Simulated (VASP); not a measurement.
# CuAu (R-3m) in VASP: notebook

Aim: see how the results for CuAu move with the level of theory and the settings. Levels: LDA, PBEsol. Tasks: single point.

Everything below comes from runs of VASP 6.6.1. Logs are shortened: lines on timing, memory, paths and dates and some standing lists are left out, and cuts for length are marked.

## Step 1: The cell of the first run

The structure is trigonal, space group R-3m (No. 166). Conventional cell: a = 2.827 Å, b = 2.827 Å, c = 12.508 Å, α = 90.00°, β = 90.00°, γ = 120.00°. Au (site symmetry -3m) has 6 Cu at 2.65 Å and 6 Au at 2.83 Å within 3.5 Å. Within 3.5 Å of Cu (site symmetry -3m) lie 6 Au at 2.65 Å and 6 Cu at 2.83 Å.

## Step 2: Single point, LDA

Input file INCAR:

```
ALGO = Normal ; EDIFF = 1E-6
ENCUT = 520 ; GGA = CA
ISIF = 2 ; ISMEAR = -1
LASPH = True ; LCHARG = True
LELF = True ; LREAL = False
LVHAR = True ; LWAVE = False
NBANDS = 18 ; NELM = 100
PREC = Accurate ; SIGMA = 0.05
```

Input file KPOINTS:

```
k-points
0
Gamma
  11 11 11
```

Input file POSCAR:

```
CuAu
1.0
    1.4135984423      0.8161414412      4.1692857537
   -1.4135984423      0.8161414412      4.1692857537
    0.0000000000     -1.6322828824      4.1692857537
Au Cu
1 1
Direct
    0.0000000000      0.0000000000      0.0000000000
    0.5000000000      0.5000000000      0.5000000000
```

Potentials or basis: VASP PAW LDA potentials, release 64 (Au, Cu).

Launch:

```bash
> cat potpaw_LDA.64/Au/POTCAR potpaw_LDA.64/Cu/POTCAR > POTCAR
> mpirun -np 1 vasp_std > vasp.out
```

OUTCAR:

```text
EDIFF = 1E-6
   ENCUT = 520
   GGA = CA
   ISIF = 2
   ISMEAR = -1
   LASPH = True
   LREAL = False
   NELM = 100
   PREC = Accurate

 ion  position               nearest neighbor table
   1  0.000  0.000  0.000-   2 2.65   2 2.65   2 2.65   2 2.65   2 2.65   2 2.65
   2  0.500  0.500  0.500-   1 2.65   1 2.65   1 2.65   1 2.65   1 2.65   1 2.65

  LATTYP: Found a trigonal (rhomboedric) cell.
 ALAT       =     4.4774201393
 COS(alpha) =     0.8006453295

  Lattice vectors:

 A1 = (   1.4135984423,   0.8161414412,   4.1692857537)
 A2 = (  -1.4135984423,   0.8161414412,   4.1692857537)
 A3 = (   0.0000000000,  -1.6322828824,   4.1692857537)

Analysis of symmetry for initial positions (statically):
=====================================================================
 Subroutine PRICEL returns:
 Original cell was already a primitive cell.

 Routine SETGRP: Setting up the symmetry group for a
 trigonal (rhombohedral) supercell.

 Subroutine GETGRP returns: Found 12 space group operations
 (whereof 12 operations were pure point group operations)
 out of a pool of 12 trial point group operations.

The static configuration has the point symmetry D_3d.

Analysis of symmetry for dynamics (positions and initial velocities):
=====================================================================
 Subroutine PRICEL returns:
 Original cell was already a primitive cell.

 Routine SETGRP: Setting up the symmetry group for a
 trigonal (rhombohedral) supercell.

 Subroutine GETGRP returns: Found 12 space group operations
 (whereof 12 operations were pure point group operations)
 out of a pool of 12 trial point group operations.

The dynamic configuration has the point symmetry D_3d.

 Subroutine INISYM returns: Found 12 space group operations
 (whereof 12 operations are pure point group operations),
 and found     1 'primitive' translations

----------------------------------------------------------------------------------------

                                     Primitive cell

  volume of cell :      28.8605

  direct lattice vectors                    reciprocal lattice vectors
     1.413598442  0.816141441  4.169285754     0.353707238  0.204212969  0.079949745
    -1.413598442  0.816141441  4.169285754    -0.353707238  0.204212969  0.079949745
     0.000000000 -1.632282882  4.169285754     0.000000000 -0.408425938  0.079949745

  length of vectors
     4.477420139  4.477420139  4.477420139     0.416177496  0.416177496  0.416177496

  position of ions in fractional coordinates (direct lattice)
     0.000000000  0.000000000  0.000000000
     0.500000000  0.500000000  0.500000000

  ion indices of the primitive-cell ions
   primitive index   ion index
                 1           1
                 2           2

----------------------------------------------------------------------------------------

 KPOINTS: k-points

Automatic generation of k-mesh.
 Grid dimensions read from file:
 generate k-points for:   11   11   11

 Generating k-lattice:

  Cartesian coordinates                     Fractional coordinates (reciprocal lattice)
     0.032155203  0.018564815  0.007268159     0.090909091  0.000000000  0.000000000
    -0.032155203  0.018564815  0.007268159     0.000000000  0.090909091  0.000000000
     0.000000000 -0.037129631  0.007268159     0.000000000  0.000000000  0.090909091

  Length of vectors
     0.037834318  0.037834318  0.037834318

  Shift w.r.t. Gamma in fractional coordinates (k-lattice)
     0.000000000  0.000000000  0.000000000

 Subroutine IBZKPT returns following result:
 ===========================================

 Found    146 irreducible k-points:

 Following reciprocal coordinates:
            Coordinates               Weight
  0.000000  0.000000  0.000000      1.000000
  0.090909  0.000000  0.000000      6.000000
  0.181818  0.000000  0.000000      6.000000
  0.272727  0.000000  0.000000      6.000000
  0.363636  0.000000  0.000000      6.000000
  0.454545 -0.000000  0.000000      6.000000
[... 16 lines left out ...]
 -0.272727  0.181818  0.000000     12.000000
 -0.181818  0.181818  0.000000      6.000000
 [... further k-points ...]
   k-points           NKPTS =    146   k-points in BZ     NKDIM =    146   number of bands    NBANDS=     18
   number of dos      NEDOS =    301   number of ions     NIONS =      2
   total plane-waves  NPLWV =  46656
   dimension x,y,z NGX =    36 NGY =   36 NGZ =   36
   dimension x,y,z NGXF=    72 NGYF=   72 NGZF=   72
   ions per type =               1   1
   NGX,Y,Z   is equivalent  to a cutoff of  13.37, 13.37, 13.37 a.u.
   NGXF,Y,Z  is equivalent  to a cutoff of  26.73, 26.73, 26.73 a.u.
 SYSTEM =  unknown system
   PREC   = accura    normal or accurate (medium, high low for compatibility)
   ISTART =      0    job   : 0-new  1-cont  2-samecut
   ICHARG =      2    charge: 1-file 2-atom 10-const
   ISPIN  =      1    spin polarized calculation?
   LNONCOLLINEAR =      F non collinear calculations
   LSORBIT =      F    spin-orbit coupling
   LASPH  =      T    aspherical Exc in radial PAW
   ENCUT  =  520.0 eV  38.22 Ry    6.18 a.u.   8.33  8.33  8.33*2*pi/ulx,y,z
   NELM   =    100;   NELMIN=  2; NELMDL= -5     # of ELM steps
   EDIFF  = 0.1E-05   stopping-criterion for ELM
   LREAL  =      F    real-space projection
   EDIFFG = 0.1E-04   stopping-criterion for IOM
   NSW    =      0    number of steps for IOM
   IBRION =     -1    ionic relax: 0-MD 1-quasi-New 2-CG
   NFREE  =      0    steps in history (QN), initial steepest desc. (CG)
   ISIF   =      2    stress and relaxation
   ISYM   =      2    0-nonsym 1-usesym 2-fastsym
   POTIM  = 0.5000    time-step for ionic-motion
   TEBEG  =    0.0;   TEEND  =   0.0 temperature during run
   PSTRESS=    0.0 pullay stress
   NELECT =      22.0000    total number of electrons
   NUPDOWN=      -1.0000    fix difference up-down
   EMIN   =  10.00;   EMAX   =-10.00  energy-range for DOS
   EFERMI =   0.00;   METHOD = LEGACY
   ISMEAR =    -1;   SIGMA  =   0.05  broadening in eV -4-tet -1-fermi 0-gaus
   EFERMI_NEDOS =   21; number of points for ismear=-14 and -15
   IALGO  =     38    algorithm
   IMIX   =      4    mixing-type and parameters
     AMIX     =   0.40;   BMIX     =  1.00
     AMIX_MAG =   1.60;   BMIX_MAG =  1.00
  volume/ion in A,a.u.               =      14.43        97.38
  Fermi-wavevector in a.u.,A,eV,Ry     =   1.495481  2.826049 30.428936  2.236464
  Thomas-Fermi vector in A             =   2.607620
   LORBIT       =      0    0 simple, 1 ext, 2 COOP (PROOUT), +10 PAW based schemes
   GGA     = CA    functional components
   LHFCALC =     F    Hartree Fock is set to
   AEXX    =    0.0000 exact exchange contribution
   IVDW    =     0    specifies the selected vdW correction
   LEPSILON=     F    determine dielectric tensor
   LRPA    =     F    only Hartree local field effects (RPA)
 non-spin polarized calculation
  energy-cutoff  :      520.00
  volume of cell :       28.86
 maximum number of plane-waves:       789
 NGX is ok and might be reduce to    36
   NGX = 17   NGY = 17   NGZ = 17

 number of electron      22.0000005 magnetization

 Free energy of the ion-electron system (eV)
  ---------------------------------------------------
  ext. energy  EPLUGINS =         0.00000000
  ---------------------------------------------------
  free energy    TOTEN  =        -9.08748526 eV

  energy without entropy =       -9.07966702  energy(sigma->0) =       -9.08357614

 E-fermi :   8.7517     XC(G=0): -13.0076

 val. band max:        8.7482621538   @ k =  -0.3636   0.3636   0.2727
 cond. band min:       8.7754122120   @ k =  -0.2727   0.2727   0.0909
 fundamental gap:      0.0271500581
 Fermi energy:         8.7516785551

 k-point     1 :       0.0000    0.0000    0.0000
  band No.  band energies     occupation
      1      -1.2987      2.00000
      2       1.8211      2.00000
      3       3.6374      2.00000
      4       3.6374      2.00000
      5       4.7244      2.00000
      6       4.7244      2.00000
[... 10 lines left out ...]
     17      26.4005      0.00000
     18      29.2999      0.00000

 k-point     2 :       0.0909    0.0000    0.0000
  band No.  band energies     occupation
      1      -1.0300      2.00000
      2       1.9783      2.00000
      3       3.5291      2.00000
      4       3.8082      2.00000
      5       4.5107      2.00000
      6       4.7378      2.00000
[... 10 lines left out ...]
     17      26.0124      0.00000
     18      27.7806      0.00000

 k-point     3 :       0.1818    0.0000    0.0000
  band No.  band energies     occupation
      1      -0.2710      2.00000
      2       2.3637      2.00000
      3       3.3382      2.00000
      4       3.9685      2.00000
      5       4.2742      2.00000
      6       4.7879      2.00000
[... 10 lines left out ...]
     17      25.1038      0.00000
     18      26.1145      0.00000

 k-point     4 :       0.2727    0.0000    0.0000
  band No.  band energies     occupation
      1       0.7737      2.00000
      2       2.5398      2.00000
      3       3.3959      2.00000
      4       3.6287      2.00000
      5       4.6805      2.00000
      6       5.1163      2.00000
[... 375 lines left out ...]
      4       3.8292      2.00000
      5       4.2653      2.00000
      6       5.4072      2.00000
[... 10 lines left out ...]
     17      19.4168      0.00000
     18      25.0901      0.00000

 k-point    23 :      -0.2727    0.1818    0.0000
  band No.  band energies     occupation
      1       2.1938      2.00000
      2       2.8648      2.00000
      3       2.9362      2.00000
      4       3.7136      2.00000
      5       4.0833      2.00000
      6       5.4773      2.00000
[... 10 lines left out ...]
     17      20.0443      0.00000
     18      27.4782      0.00000

 k-point    24 :      -0.1818    0.1818    0.0000
  band No.  band energies     occupation
      1       1.3478      2.00000
      2       2.8780      2.00000
      3       3.1805      2.00000
      4       3.1840      2.00000
      5       4.3124      2.00000
      6       5.5857      2.00000
[... 10 lines left out ...]
     17      21.6840      0.00000
     18      28.5556      0.00000

 [... further k-points ...]

------------------------ aborting loop because EDIFF is reached ----------------------------------------

  FORCE on cell =-STRESS in cart. coord.  units (eV):
  Direction    XX          YY          ZZ          XY          YZ          ZX
  --------------------------------------------------------------------------------------
  -------------------------------------------------------------------------------------
  Total       -0.8252627     -0.8252627     -0.4731823      0.0000000      0.0000000      0.0000000
  in kB      -45.8140204    -45.8140204    -26.2684617      0.0000000      0.0000000      0.0000000
  external PRESSURE =     -39.2988341 kB  Pullay stress =       0.0000000 kB

 VOLUME and BASIS-vectors are now :
 -----------------------------------------------------------------------------
  energy-cutoff  :      520.00
  volume of cell :       28.86
      direct lattice vectors                 reciprocal lattice vectors
     1.413598442  0.816141441  4.169285754     0.353707238  0.204212969  0.079949745
    -1.413598442  0.816141441  4.169285754    -0.353707238  0.204212969  0.079949745
     0.000000000 -1.632282882  4.169285754     0.000000000 -0.408425938  0.079949745

 POSITION                                       TOTAL-FORCE (eV/Angst)
 -----------------------------------------------------------------------------------
      0.00000      0.00000      0.00000         0.000000     -0.000000     -0.000000
      0.00000      0.00000      6.25393        -0.000000      0.000000      0.000000
 -----------------------------------------------------------------------------------
    total drift:                                0.000000     -0.000000      0.000000

  FREE ENERGIE OF THE ION-ELECTRON SYSTEM (eV)
  ---------------------------------------------------
  free  energy   TOTEN  =        -9.0874852614 eV

  energy  without entropy=       -9.0796670150  energy(sigma->0) =       -9.08357614
```

Run time: 52 s. Hardware: 1 thread of Intel Xeon 6975P-C (Granite Rapids), shared host; peak memory 0.23 GiB.

Results:

* Free energy: -9.0875 eV
* Pressure: -3.9 GPa
* Band gap on the k mesh: zero (band 11 reaches 10.79 eV, above the bottom of band 12 at 6.40 eV)

Caveat: spin-orbit coupling is left out, which moves the levels of the heavy elements.

(Part 1 of 2 ends here.)
